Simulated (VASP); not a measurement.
# AlN (I4/mmm) in VASP: notebook

Runs on AlN. Level: PBE. Tasks: single point.

All numbers are computed with VASP 6.6.1; they aren't measurements. Logs are shortened: lines on timing, memory, paths and dates and some standing lists are left out, and cuts for length are marked.

### 1 The cell of the first run

The structure is tetragonal, space group I4/mmm (No. 139). The conventional cell has a = 2.769 Å, b = 2.769 Å, c = 4.141 Å, α = 90.00°, β = 90.00°, γ = 90.00°. Within 2.6 Å of Al (site symmetry 4/mmm) lie 6 N at 1.96 to 2.07 Å. Within 2.6 Å of N (site symmetry 4/mmm) lie 6 Al at 1.96 to 2.07 Å.

### 2 Single point, PBE (epitaxial xy strain -3.0%)

INCAR reads:

```
PREC = Accurate
ENCUT = 520
EDIFF = 1E-6
ISMEAR = -1
SIGMA = 0.02
LREAL = False
LASPH = True
NELM = 80
ALGO = Normal
ISIF = 2
LWAVE = False
LCHARG = False
GGA = PE
NBANDS = 11
```

KPOINTS reads:

```
Automatic mesh
0
Gamma
  10 10 10
```

POSCAR reads:

```
AlN
1.0
    0.0000000000      1.9583023986      2.0704327721
    1.9583023986      0.0000000000      2.0704327721
    1.9583023986      1.9583023986      0.0000000000
Al N
1 1
Direct
    0.0000000000      0.0000000000      0.0000000000
    0.5000000000      0.5000000000      0.5000000000
```

Potentials or basis: VASP PAW PBE potentials, release 64 (Al, N).

Command:

```bash
cat potpaw_PBE.64/Al/POTCAR potpaw_PBE.64/N/POTCAR > POTCAR
mpirun -np 1 vasp_std > vasp.out
```

OUTCAR:

```text
PREC = Accurate
   ENCUT = 520
   EDIFF = 1E-6
   ISMEAR = -1
   LREAL = False
   LASPH = True
   NELM = 80
   ISIF = 2
   GGA = PE

 ion  position               nearest neighbor table
   1  0.000  0.000  0.000-   2 1.96   2 1.96   2 1.96   2 1.96   2 2.07   2 2.07
   2  0.500  0.500  0.500-   1 1.96   1 1.96   1 1.96   1 1.96   1 2.07   1 2.07

  LATTYP: Found a body centered tetragonal cell.
 ALAT       =     2.7694578113
 C/A-ratio  =     1.4951899709

  Lattice vectors:

 A1 = (  -1.9583023986,   0.0000000000,   2.0704327721)
 A2 = (   1.9583023986,   0.0000000000,   2.0704327721)
 A3 = (   0.0000000000,   1.9583023986,  -2.0704327721)

Analysis of symmetry for initial positions (statically):
=====================================================================
 Subroutine PRICEL returns:
 Original cell was already a primitive cell.

 Routine SETGRP: Setting up the symmetry group for a
 body centered tetragonal supercell.

 Subroutine GETGRP returns: Found 16 space group operations
 (whereof 16 operations were pure point group operations)
 out of a pool of 16 trial point group operations.

The static configuration has the point symmetry D_4h.

Analysis of symmetry for dynamics (positions and initial velocities):
=====================================================================
 Subroutine PRICEL returns:
 Original cell was already a primitive cell.

 Routine SETGRP: Setting up the symmetry group for a
 body centered tetragonal supercell.

 Subroutine GETGRP returns: Found 16 space group operations
 (whereof 16 operations were pure point group operations)
 out of a pool of 16 trial point group operations.

The dynamic configuration has the point symmetry D_4h.

 Subroutine INISYM returns: Found 16 space group operations
 (whereof 16 operations are pure point group operations),
 and found     1 'primitive' translations

----------------------------------------------------------------------------------------

                                     Primitive cell

  volume of cell :      15.8800

  direct lattice vectors                    reciprocal lattice vectors
     0.000000000  1.958302399  2.070432772    -0.255323182  0.255323182  0.241495405
     1.958302399  0.000000000  2.070432772     0.255323182 -0.255323182  0.241495405
     1.958302399  1.958302399  0.000000000     0.255323182  0.255323182 -0.241495405

  length of vectors
     2.849849145  2.849849145  2.769457811     0.434396000  0.434396000  0.434396000

  position of ions in fractional coordinates (direct lattice)
     0.000000000  0.000000000  0.000000000
     0.500000000  0.500000000  0.500000000

  ion indices of the primitive-cell ions
   primitive index   ion index
                 1           1
                 2           2

----------------------------------------------------------------------------------------

 KPOINTS: Automatic mesh

Automatic generation of k-mesh.
 Grid dimensions read from file:
 generate k-points for:   10   10   10

 Generating k-lattice:

  Cartesian coordinates                     Fractional coordinates (reciprocal lattice)
    -0.025532318  0.025532318  0.024149540     0.100000000  0.000000000  0.000000000
     0.025532318 -0.025532318  0.024149540     0.000000000  0.100000000  0.000000000
     0.025532318  0.025532318 -0.024149540    -0.000000000 -0.000000000  0.100000000

  Length of vectors
     0.043439600  0.043439600  0.043439600

  Shift w.r.t. Gamma in fractional coordinates (k-lattice)
     0.000000000  0.000000000  0.000000000

 Subroutine IBZKPT returns following result:
 ===========================================

 Found    102 irreducible k-points:

 Following reciprocal coordinates:
            Coordinates               Weight
  0.000000  0.000000  0.000000      1.000000
  0.100000  0.000000  0.000000      8.000000
  0.200000  0.000000  0.000000      8.000000
  0.300000  0.000000  0.000000      8.000000
  0.400000  0.000000  0.000000      8.000000
  0.500000  0.000000  0.000000      4.000000
[... 16 lines left out ...]
  0.300000  0.300000  0.000000      2.000000
  0.400000  0.300000  0.000000      8.000000
 [... further k-points ...]
   k-points           NKPTS =    102   k-points in BZ     NKDIM =    102   number of bands    NBANDS=     11
   number of dos      NEDOS =    301   number of ions     NIONS =      2
   total plane-waves  NPLWV =  13824
   dimension x,y,z NGX =    24 NGY =   24 NGZ =   24
   dimension x,y,z NGXF=    48 NGYF=   48 NGZF=   48
   ions per type =               1   1
   NGX,Y,Z   is equivalent  to a cutoff of  14.00, 14.00, 14.41 a.u.
   NGXF,Y,Z  is equivalent  to a cutoff of  28.00, 28.00, 28.81 a.u.
 SYSTEM =  unknown system
   PREC   = accura    normal or accurate (medium, high low for compatibility)
   ISTART =      0    job   : 0-new  1-cont  2-samecut
   ICHARG =      2    charge: 1-file 2-atom 10-const
   ISPIN  =      1    spin polarized calculation?
   LNONCOLLINEAR =      F non collinear calculations
   LSORBIT =      F    spin-orbit coupling
   LASPH  =      T    aspherical Exc in radial PAW
   ENCUT  =  520.0 eV  38.22 Ry    6.18 a.u.   5.30  5.30  5.15*2*pi/ulx,y,z
   NELM   =     80;   NELMIN=  2; NELMDL= -5     # of ELM steps
   EDIFF  = 0.1E-05   stopping-criterion for ELM
   LREAL  =      F    real-space projection
   EDIFFG = 0.1E-04   stopping-criterion for IOM
   NSW    =      0    number of steps for IOM
   IBRION =     -1    ionic relax: 0-MD 1-quasi-New 2-CG
   NFREE  =      0    steps in history (QN), initial steepest desc. (CG)
   ISIF   =      2    stress and relaxation
   ISYM   =      2    0-nonsym 1-usesym 2-fastsym
   POTIM  = 0.5000    time-step for ionic-motion
   TEBEG  =    0.0;   TEEND  =   0.0 temperature during run
   PSTRESS=    0.0 pullay stress
   NELECT =       8.0000    total number of electrons
   NUPDOWN=      -1.0000    fix difference up-down
   EMIN   =  10.00;   EMAX   =-10.00  energy-range for DOS
   EFERMI =   0.00;   METHOD = LEGACY
   ISMEAR =    -1;   SIGMA  =   0.02  broadening in eV -4-tet -1-fermi 0-gaus
   EFERMI_NEDOS =   21; number of points for ismear=-14 and -15
   IALGO  =     38    algorithm
   IMIX   =      4    mixing-type and parameters
     AMIX     =   0.40;   BMIX     =  1.00
     AMIX_MAG =   1.60;   BMIX_MAG =  1.00
  volume/ion in A,a.u.               =       7.94        53.58
  Fermi-wavevector in a.u.,A,eV,Ry     =   1.302631  2.461615 23.086998  1.696847
  Thomas-Fermi vector in A             =   2.433686
   LORBIT       =      0    0 simple, 1 ext, 2 COOP (PROOUT), +10 PAW based schemes
   GGA     = PE    functional components
   LHFCALC =     F    Hartree Fock is set to
   AEXX    =    0.0000 exact exchange contribution
   IVDW    =     0    specifies the selected vdW correction
   LEPSILON=     F    determine dielectric tensor
   LRPA    =     F    only Hartree local field effects (RPA)
 non-spin polarized calculation
  energy-cutoff  :      520.00
  volume of cell :       15.88
 maximum number of plane-waves:       440
 NGX is ok and might be reduce to    24
   NGX = 11   NGY = 11   NGZ = 11

 number of electron       7.9999999 magnetization

 Free energy of the ion-electron system (eV)
  ---------------------------------------------------
  ext. energy  EPLUGINS =         0.00000000
  ---------------------------------------------------
  free energy    TOTEN  =       -14.46188412 eV

  energy without entropy =      -14.46188412  energy(sigma->0) =      -14.46188412

 E-fermi :  11.1417     XC(G=0): -12.4679

 val. band max:       10.7097160987   @ k =   0.0000   0.0000   0.0000
 cond. band min:      15.3296915340   @ k =   0.5000   0.0000   0.5000
 fundamental gap:      4.6199754353
 Fermi energy:        11.1417272879

 k-point     1 :       0.0000    0.0000    0.0000
  band No.  band energies     occupation
      1      -7.4419      2.00000
      2      10.3548      2.00000
      3      10.3548      2.00000
      4      10.7097      2.00000
      5      16.6787      0.00000
      6      22.3019      0.00000
      7      23.0758      0.00000
      8      23.0758      0.00000
      9      27.7313      0.00000
     10      28.0767      0.00000
     11      28.4411      0.00000

 k-point     2 :       0.1000    0.0000    0.0000
  band No.  band energies     occupation
      1      -7.2287      2.00000
      2       9.4225      2.00000
      3      10.2527      2.00000
      4      10.4569      2.00000
      5      17.2785      0.00000
      6      21.8679      0.00000
      7      22.8636      0.00000
      8      23.4090      0.00000
      9      26.3272      0.00000
     10      27.9073      0.00000
     11      29.1859      0.00000

 k-point     3 :       0.2000    0.0000    0.0000
  band No.  band energies     occupation
      1      -6.6078      2.00000
      2       7.2528      2.00000
      3      10.0028      2.00000
      4      10.0468      2.00000
      5      17.8033      0.00000
      6      21.4909      0.00000
      7      22.8841      0.00000
      8      23.8841      0.00000
      9      26.1415      0.00000
     10      26.9001      0.00000
     11      28.7895      0.00000

 k-point     4 :       0.3000    0.0000    0.0000
  band No.  band energies     occupation
      1      -5.6531      2.00000
      2       4.8547      2.00000
      3       9.6138      2.00000
      4       9.7229      2.00000
      5      17.3848      0.00000
      6      22.1443      0.00000
      7      22.6177      0.00000
      8      23.3872      0.00000
      9      27.6148      0.00000
     10      28.0529      0.00000
     11      28.2339      0.00000

 k-point     5 :       0.4000    0.0000    0.0000
  band No.  band energies     occupation
      1      -4.5832      2.00000
      2       2.8201      2.00000
      3       9.3001      2.00000
      4       9.5156      2.00000
      5      16.9244      0.00000
      6      21.5741      0.00000
      7      22.7371      0.00000
      8      23.8317      0.00000
      9      27.2485      0.00000
     10      30.2345      0.00000
     11      30.3811      0.00000
[... 211 lines left out ...]
 k-point    21 :      -0.3000    0.2000    0.0000
  band No.  band energies     occupation
      1      -4.2985      2.00000
      2       3.6923      2.00000
      3       6.6250      2.00000
      4       9.4121      2.00000
      5      19.3464      0.00000
      6      20.5301      0.00000
      7      22.1549      0.00000
      8      23.6667      0.00000
      9      28.2061      0.00000
     10      30.5712      0.00000
     11      31.1586      0.00000

 k-point    22 :      -0.2000    0.2000    0.0000
  band No.  band energies     occupation
      1      -5.2756      2.00000
      2       5.0876      2.00000
      3       7.5299      2.00000
      4       9.7986      2.00000
      5      19.6428      0.00000
      6      20.4075      0.00000
      7      21.8313      0.00000
      8      23.9267      0.00000
      9      26.1392      0.00000
     10      30.2549      0.00000
     11      30.4753      0.00000

 k-point    23 :       0.3000    0.3000    0.0000
  band No.  band energies     occupation
      1      -5.2736      2.00000
      2       5.4758      2.00000
      3       8.5655      2.00000
      4       8.5655      2.00000
      5      17.4069      0.00000
      6      17.9318      0.00000
      7      22.2719      0.00000
      8      27.0135      0.00000
      9      27.0135      0.00000
     10      32.0030      0.00000
     11      35.2062      0.00000

 k-point    24 :       0.4000    0.3000    0.0000
  band No.  band energies     occupation
      1      -4.5184      2.00000
      2       4.4091      2.00000
      3       7.6833      2.00000
      4       8.3363      2.00000
      5      17.1330      0.00000
      6      17.8994      0.00000
      7      22.7846      0.00000
      8      27.0601      0.00000
      9      27.7437      0.00000
     10      33.0850      0.00000
     11      35.6445      0.00000

 [... further k-points ...]
[... 5 lines left out ...]
  --------------------------------------------------------------------------------------
  -------------------------------------------------------------------------------------
  Total        2.4432085      2.4432085      0.5693858      0.0000000      0.0000000      0.0000000
  in kB      246.5020092    246.5020092     57.4469001      0.0000000      0.0000000      0.0000000
  external PRESSURE =     183.4836395 kB  Pullay stress =       0.0000000 kB

 VOLUME and BASIS-vectors are now :
 -----------------------------------------------------------------------------
  energy-cutoff  :      520.00
  volume of cell :       15.88
      direct lattice vectors                 reciprocal lattice vectors
     0.000000000  1.958302399  2.070432772    -0.255323182  0.255323182  0.241495405
     1.958302399  0.000000000  2.070432772     0.255323182 -0.255323182  0.241495405
     1.958302399  1.958302399  0.000000000     0.255323182  0.255323182 -0.241495405

 POSITION                                       TOTAL-FORCE (eV/Angst)
 -----------------------------------------------------------------------------------
      0.00000      0.00000      0.00000        -0.000000      0.000000      0.000000
      1.95830      1.95830      2.07043         0.000000     -0.000000      0.000000
 -----------------------------------------------------------------------------------
    total drift:                               -0.000000     -0.000000      0.000000

  FREE ENERGIE OF THE ION-ELECTRON SYSTEM (eV)
  ---------------------------------------------------
  free  energy   TOTEN  =       -14.4618841161 eV

  energy  without entropy=      -14.4618841161  energy(sigma->0) =      -14.46188412
```

Run time: 5.9 s. Hardware: 1 thread of Intel Xeon 6975P-C (Granite Rapids), shared host; peak memory 0.14 GiB.

Results:

```yaml
Free_energy: -14.4619 eV
Pressure: 18.3 GPa
Band_gap_on_the_k_mesh: 4.62 eV, indirect (least direct gap 5.97 eV)
```

Stress tensor (GPa, compression positive):
```
24.65  0.00  0.00
 0.00 24.65  0.00
 0.00  0.00  5.74
```

Caveat: the cell differs from its parent crystal (epitaxial xy strain -3.0%). A k mesh can miss the band edges.

### 3 Single point, PBE (epitaxial xy strain -2.0%)

INCAR reads:

```
SYSTEM = AlN
PREC = Accurate
ENCUT = 520
EDIFF = 1E-6
ISMEAR = -1
SIGMA = 0.02
LREAL = .FALSE.
LASPH = .TRUE.
NELM = 80
ALGO = Normal
ISIF = 2
LWAVE = .FALSE.
LCHARG = .FALSE.
GGA = PE
NBANDS = 11
```

KPOINTS reads:

```
regular mesh
0
G
  10 10 10
  0 0 0
```

POSCAR reads:

```
AlN
1.0
    0.0000000000      1.9784910831      2.0521721466
    1.9784910831      0.0000000000      2.0521721466
    1.9784910831      1.9784910831      0.0000000000
Al N
1 1
Direct
    0.0000000000      0.0000000000      0.0000000000
    0.5000000000      0.5000000000      0.5000000000
```

Potentials or basis: VASP PAW PBE potentials, release 64 (Al, N).

Command:

```bash
cat potpaw_PBE.64/Al/POTCAR potpaw_PBE.64/N/POTCAR > POTCAR
mpirun -np 1 vasp_std > vasp.out
```

OUTCAR:

```text
SYSTEM = AlN
   PREC = Accurate
   ENCUT = 520
   EDIFF = 1E-6
   ISMEAR = -1
   LREAL = .FALSE.
   LASPH = .TRUE.
   NELM = 80
   ISIF = 2
   GGA = PE

 ion  position               nearest neighbor table
   1  0.000  0.000  0.000-   2 1.98   2 1.98   2 1.98   2 1.98   2 2.05   2 2.05
   2  0.500  0.500  0.500-   1 1.98   1 1.98   1 1.98   1 1.98   1 2.05   1 2.05

  LATTYP: Found a body centered tetragonal cell.
 ALAT       =     2.7980089228
 C/A-ratio  =     1.4668803447

  Lattice vectors:

 A1 = (  -1.9784910831,   0.0000000000,   2.0521721466)
[... 514 lines left out ...]
      7      22.6230      0.00000
      8      26.5967      0.00000
      9      27.3146      0.00000
     10      32.6914      0.00000
     11      35.3905      0.00000

 [... further k-points ...]
[... 5 lines left out ...]
  --------------------------------------------------------------------------------------
  -------------------------------------------------------------------------------------
  Total        1.7781682      1.7781682      0.5889407      0.0000000     -0.0000000      0.0000000
  in kB      177.3256027    177.3256027     58.7313746      0.0000000     -0.0000000      0.0000000
  external PRESSURE =     137.7941933 kB  Pullay stress =       0.0000000 kB

 VOLUME and BASIS-vectors are now :
 -----------------------------------------------------------------------------
  energy-cutoff  :      520.00
  volume of cell :       16.07
      direct lattice vectors                 reciprocal lattice vectors
     0.000000000  1.978491083  2.052172147    -0.252717844  0.252717844  0.243644278
     1.978491083  0.000000000  2.052172147     0.252717844 -0.252717844  0.243644278
     1.978491083  1.978491083  0.000000000     0.252717844  0.252717844 -0.243644278

 POSITION                                       TOTAL-FORCE (eV/Angst)
 -----------------------------------------------------------------------------------
      0.00000      0.00000      0.00000         0.000000      0.000000      0.000000
      1.97849      1.97849      2.05217        -0.000000     -0.000000     -0.000000
 -----------------------------------------------------------------------------------
    total drift:                               -0.000000     -0.000000      0.000000

  FREE ENERGIE OF THE ION-ELECTRON SYSTEM (eV)
  ---------------------------------------------------
  free  energy   TOTEN  =       -14.5001052305 eV

  energy  without entropy=      -14.5001052305  energy(sigma->0) =      -14.50010523
```

OSZICAR:

```text
N       E                     dE             d eps       ncg     rms          rms(c)
DAV:   1     0.105632037256E+02    0.10563E+02   -0.39484E+03  2284   0.621E+02
DAV:   2    -0.155854774989E+02   -0.26149E+02   -0.25295E+02  2655   0.143E+02
DAV:   3    -0.162804767233E+02   -0.69500E+00   -0.69407E+00  2769   0.214E+01
DAV:   4    -0.162831118708E+02   -0.26351E-02   -0.26350E-02  2523   0.142E+00
DAV:   5    -0.162831336787E+02   -0.21808E-04   -0.21808E-04  2673   0.122E-01    0.774E+00
DAV:   6    -0.145238379677E+02    0.17593E+01   -0.73726E+00  2469   0.146E+01    0.276E+00
DAV:   7    -0.145057999927E+02    0.18038E-01   -0.20533E-01  2517   0.324E+00    0.182E+00
DAV:   8    -0.145004407088E+02    0.53593E-02   -0.15734E-02  2403   0.109E+00    0.348E-01
DAV:   9    -0.145000558222E+02    0.38489E-03   -0.15712E-03  2589   0.241E-01    0.155E-01
DAV:  10    -0.145001120032E+02   -0.56181E-04   -0.14883E-04  2520   0.880E-02    0.453E-02
DAV:  11    -0.145001054559E+02    0.65474E-05   -0.22805E-05  2634   0.272E-02    0.702E-03
DAV:  12    -0.145001052305E+02    0.22543E-06   -0.58205E-07  1329   0.678E-03
   1 F= -.14500105E+02 E0= -.14500105E+02  d E =-.183624E-13
```

stdout:

```text
POSCAR found type information on POSCAR AlN
 POSCAR found :  2 types and       2 ions
 scaLAPACK will be used
 LDA part: xc-table for (Slater+PW92), standard interpolation
 POSCAR, INCAR and KPOINTS ok, starting setup
 FFT: planning ... GRIDC
 FFT: planning ... GRID_SOFT
 FFT: planning ... GRID
 WAVECAR not read
 entering main loop
```

It took 5.9 s on 1 thread of Intel Xeon 6975P-C (Granite Rapids), shared host; peak memory 0.14 GiB.

Results:

| Item | Value |
| --- | --- |
| Free energy | -14.5001 eV |
| Pressure | 13.8 GPa |
| Band gap on the k mesh | 4.62 eV, indirect (least direct gap 5.90 eV) |

Caveat: the cell differs from its parent crystal (epitaxial xy strain -2.0%). A k mesh can miss the band edges.

[end of part 1 of 2]
